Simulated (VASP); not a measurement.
# Ag (P6_3/mmc) in VASP: notebook, part 2 of 2

VASP 6.6.1.

## 3. Vibrations by perturbation theory, PBEsol

This run uses another cell than the first one, of 16.70 Å³/atom.

File INCAR:

```
SYSTEM = Ag
PREC = Accurate ; ENCUT = 520
EDIFF = 1E-8 ; ISMEAR = -1
SIGMA = 0.15 ; LREAL = .False.
LASPH = .True. ; NELM = 100
ALGO = Normal ; ISIF = 2
LWAVE = .False. ; LCHARG = .False.
GGA = PS ; NBANDS = 18
IBRION = 8 ; NSW = 1
```

File KPOINTS:

```
Automatic mesh
0
Gamma
  18 18 10
  0 0 0
```

File POSCAR:

```
Ag
1.0
    2.8641596313      0.0000000000      0.0000000000
   -1.4320798157      2.4804350012      0.0000000000
    0.0000000000      0.0000000000      4.7002732257
Ag
2
Direct
    0.3333333333      0.6666666667      0.2500000000
    0.6666666667      0.3333333333      0.7500000000
```

Potentials or basis: VASP PAW PBE potentials, release 64 (Ag).

Run with:

```bash
> cat potpaw_PBE.64/Ag/POTCAR > POTCAR
> mpirun -np 1 vasp_std > vasp.out
```

OUTCAR:

```text
SYSTEM = Ag
   PREC = Accurate
   ENCUT = 520
   EDIFF = 1E-8
   ISMEAR = -1
   LREAL = .False.
   LASPH = .True.
   NELM = 100
   ISIF = 2
   GGA = PS
   IBRION = 8
   NSW = 1

 ion  position               nearest neighbor table
   1  0.333  0.667  0.250-   2 2.87   2 2.87   2 2.87   2 2.87   2 2.87   2 2.87
   2  0.667  0.333  0.750-   1 2.87   1 2.87   1 2.87   1 2.87   1 2.87   1 2.87

  LATTYP: Found a hexagonal cell.
 ALAT       =     2.8641596313
 C/A-ratio  =     1.6410653842

  Lattice vectors:

 A1 = (   2.8641596313,   0.0000000000,   0.0000000000)
 A2 = (  -1.4320798157,   2.4804350012,   0.0000000000)
 A3 = (   0.0000000000,   0.0000000000,   4.7002732257)

Analysis of symmetry for initial positions (statically):
=====================================================================
 Subroutine PRICEL returns:
 Original cell was already a primitive cell.

 Routine SETGRP: Setting up the symmetry group for a
 hexagonal supercell.

 Subroutine GETGRP returns: Found 24 space group operations
 (whereof 12 operations were pure point group operations)
 out of a pool of 24 trial point group operations.

The static configuration has the point symmetry D_3d.
 The point group associated with its full space group is D_6h.

Analysis of symmetry for dynamics (positions and initial velocities):
=====================================================================
 Subroutine PRICEL returns:
 Original cell was already a primitive cell.

 Routine SETGRP: Setting up the symmetry group for a
 hexagonal supercell.

 Subroutine GETGRP returns: Found 24 space group operations
 (whereof 12 operations were pure point group operations)
 out of a pool of 24 trial point group operations.

The dynamic configuration has the point symmetry D_3d.
 The point group associated with its full space group is D_6h.

 Subroutine INISYM returns: Found 24 space group operations
 (whereof 12 operations are pure point group operations),
 and found     1 'primitive' translations

----------------------------------------------------------------------------------------

                                     Primitive cell

  volume of cell :      33.3924

  direct lattice vectors                    reciprocal lattice vectors
     2.864159631  0.000000000  0.000000000     0.349142551  0.201577546  0.000000000
    -1.432079816  2.480435001  0.000000000     0.000000000  0.403155092  0.000000000
     0.000000000  0.000000000  4.700273226     0.000000000  0.000000000  0.212753589

  length of vectors
     2.864159631  2.864159631  4.700273226     0.403155092  0.403155092  0.212753589

  position of ions in fractional coordinates (direct lattice)
     0.333333333  0.666666667  0.250000000
[... 122 lines left out ...]
  ext. energy  EPLUGINS =         0.00000000
  ---------------------------------------------------
  free energy    TOTEN  =        -6.62722952 eV

  energy without entropy =       -6.58523883  energy(sigma->0) =       -6.60623418

 E-fermi :   8.5128     XC(G=0): -12.5372

 val. band max:        8.5120089029   @ k =   0.3333   0.0556   0.4000
 cond. band min:       8.5503561801   @ k =   0.1667   0.0556   0.2000
 fundamental gap:      0.0383472772
 Fermi energy:         8.5127558959

 k-point     1 :       0.0000    0.0000    0.0000
  band No.  band energies     occupation
      1       0.5390      2.00000
      2       1.9926      2.00000
      3       3.6504      2.00000
      4       3.7687      2.00000
      5       3.7687      2.00000
      6       4.0150      2.00000
[... 481 lines left out ...]
      5       3.9947      2.00000
      6       4.2006      2.00000
[... 10 lines left out ...]
     17      19.6898      0.00000
     18      23.7306      0.00000

 [... further k-points ...]
[... 5 lines left out ...]
  --------------------------------------------------------------------------------------
  -------------------------------------------------------------------------------------
  Total       -0.0480929     -0.0480929     -0.0496464      0.0000000     -0.0000000     -0.0000000
  in kB       -2.3075095     -2.3075095     -2.3820450      0.0000000     -0.0000000     -0.0000000
  external PRESSURE =      -2.3323547 kB  Pullay stress =       0.0000000 kB

 VOLUME and BASIS-vectors are now :
 -----------------------------------------------------------------------------
  energy-cutoff  :      520.00
  volume of cell :       33.39
      direct lattice vectors                 reciprocal lattice vectors
     2.864159631  0.000000000  0.000000000     0.349142551  0.201577546  0.000000000
    -1.432079816  2.480435001  0.000000000     0.000000000  0.403155092  0.000000000
     0.000000000  0.000000000  4.700273226     0.000000000  0.000000000  0.212753589

 POSITION                                       TOTAL-FORCE (eV/Angst)
 -----------------------------------------------------------------------------------
     -0.00000      1.65362      1.17507         0.000000     -0.000000     -0.000000
      1.43208      0.82681      3.52520        -0.000000      0.000000      0.000000
 -----------------------------------------------------------------------------------
    total drift:                               -0.000000      0.000000     -0.000000

  FREE ENERGIE OF THE ION-ELECTRON SYSTEM (eV)
  ---------------------------------------------------
  free  energy   TOTEN  =        -6.6272295179 eV

  energy  without entropy=       -6.5852388333  energy(sigma->0) =       -6.60623418

[... ionic steps 2 to 3 ...]

--------------------------------------- Ionic step        4  -------------------------------------------

------------------------ aborting loop because EDIFF is reached ----------------------------------------

[... ionic steps 5 to 5 ...]

--------------------------------------- Ionic step        6  -------------------------------------------

 Free energy of the ion-electron system (eV)
  ---------------------------------------------------
  ---------------------------------------------------
  free energy    TOTEN  =        -0.31455099 eV

  energy without entropy =       -0.31455099

------------------------ aborting loop because EDIFF is reached ----------------------------------------

 INTERNAL STRAIN TENSOR  FOR ION    1  DIRECTION 3   (eV/Angst):
 -----------------------------------------------------------------------------
     0.00406  0.00000 -0.00000
    -0.00000  0.00406 -0.00000
     0.00000 -0.00000 -0.00148

 INTERNAL STRAIN TENSOR FOR ION    2 for displacements in x,y,z  (eV/Angst):
          X           Y           Z          XY          YZ          ZX
  --------------------------------------------------------------------------------
  x    -0.00000     0.00000    -0.00000     1.22285     0.00000     0.00000
  y     1.22285    -1.22285    -0.00000     0.00000     0.00000     0.00000
  z     0.00000     0.00000     0.00000    -0.00000     0.00000     0.00000

 SECOND DERIVATIVES (NOT SYMMETRIZED)
 ------------------------------------
               1X          1Y          1Z          2X          2Y          2Z
  1X    -0.985266    0.000000    0.000000    0.985266   -0.000000    0.000000
  1Y     0.000000   -0.985266    0.000000   -0.000000    0.985266    0.000000
  1Z     0.000000    0.000000   -6.052546    0.000000    0.000000    6.052546
  2X     0.985266   -0.000000    0.000000   -0.985266    0.000000    0.000000
  2Y    -0.000000    0.985266    0.000000    0.000000   -0.985266    0.000000
  2Z     0.000000    0.000000    6.052546    0.000000    0.000000   -6.052546

 Eigenvectors and eigenvalues of the dynamical matrix
 ----------------------------------------------------

   1 f  =    5.237071 THz    32.905488 2PiTHz  174.689888 cm-1    21.658776 meV
             X         Y         Z           dx          dy          dz
     -0.000000  1.653623  1.175068     0.000000    0.000000    0.707107
      1.432080  0.826812  3.525205     0.000000    0.000000   -0.707107
[... 21 lines left out ...]
   6 f/i=    0.000000 THz     0.000000 2PiTHz    0.000002 cm-1     0.000000 meV
             X         Y         Z           dx          dy          dz
     -0.000000  1.653623  1.175068    -0.003258   -0.069299    0.703695
      1.432080  0.826812  3.525205    -0.003258   -0.069299    0.703695

--------------------------------------------------------------------------------------------------------

 ELASTIC MODULI CONTR FROM IONIC RELAXATION (kBar)
 Direction    XX          YY          ZZ          XY          YZ          ZX
 --------------------------------------------------------------------------------
 XX         -72.8212     72.8212      0.0000      0.0000      0.0000      0.0000
 YY          72.8212    -72.8212     -0.0000      0.0000      0.0000     -0.0000
 ZZ           0.0000     -0.0000     -0.0000      0.0000      0.0000     -0.0000
 XY           0.0000      0.0000      0.0000    -72.8212      0.0000      0.0000
 YZ           0.0000      0.0000      0.0000      0.0000      0.0000      0.0000
 ZX           0.0000     -0.0000     -0.0000      0.0000      0.0000     -0.0000
 --------------------------------------------------------------------------------
```

OSZICAR:

```text
N       E                     dE             d eps       ncg     rms          rms(c)
DAV:   1     0.125298753261E+03    0.12530E+03   -0.11852E+04  8000   0.123E+03
DAV:   2    -0.522877821452E+01   -0.13053E+03   -0.12436E+03  8246   0.270E+02
DAV:   3    -0.733395209640E+01   -0.21052E+01   -0.20978E+01  9244   0.387E+01
DAV:   4    -0.734026527182E+01   -0.63132E-02   -0.63126E-02  8934   0.208E+00
[... 35 lines left out ...]
RMM:   6    -0.314566365686E+00    0.86349E-05   -0.76849E-08 20759   0.270E-03    0.575E-04
RMM:   7    -0.314555574875E+00    0.10791E-04    0.32534E-07 20939   0.105E-03    0.240E-04
RMM:   8    -0.314551479555E+00    0.40953E-05    0.37915E-08 20544   0.386E-04    0.233E-05
RMM:   9    -0.314550987985E+00    0.49157E-06   -0.42056E-08 21573   0.733E-05    0.550E-06
RMM:  10    -0.314550987976E+00    0.91712E-11   -0.91641E-08 21272   0.235E-05    0.235E-06
 Linear response finished
```

stdout:

```text
POSCAR found type information on POSCAR Ag
 POSCAR found :  1 types and       2 ions
 scaLAPACK will be used
 -----------------------------------------------------------------------------
|                                                                             |
|                                                                             |
|     You enforced a specific xc type in the INCAR file but a different       |
|     I HOPE YOU KNOW WHAT YOU ARE DOING!                                     |
|                                                                             |
 -----------------------------------------------------------------------------

 LDA part: xc-table for (Slater+PW92), standard interpolation
 POSCAR, INCAR and KPOINTS ok, starting setup
 FFT: planning ... GRIDC
 FFT: planning ... GRID_SOFT
 FFT: planning ... GRID
 WAVECAR not read
 entering main loop
 Linear response reoptimize wavefunctions to high precision
 Linear response DOF=           2
 Linear response progress:
 first order change of Fermi-energy  -0.40294E-05
 force on displaced ion       1 direction 1 :  -0.985   0.000   0.000
 Linear response progress:
 first order change of Fermi-energy   0.87467E-04
 force on displaced ion       1 direction 3 :  -0.000   0.000  -6.053
 Linear response finished
```

Run time: 17 min. Hardware: 1 thread of Intel Xeon 8259CL, shared host; peak memory 1.1 GiB.

What came out:

```yaml
Highest_phonon_frequency_at_Γ: 175 cm⁻¹
```

Phonon frequencies in cm⁻¹ (negative: imaginary):
```csv
q point,frequencies
"(0.000, 0.000, 0.000)",0 0 0 70 70 175
```

Caveat: the PAW data sets were made with another functional, which shifts forces and pressure a little.
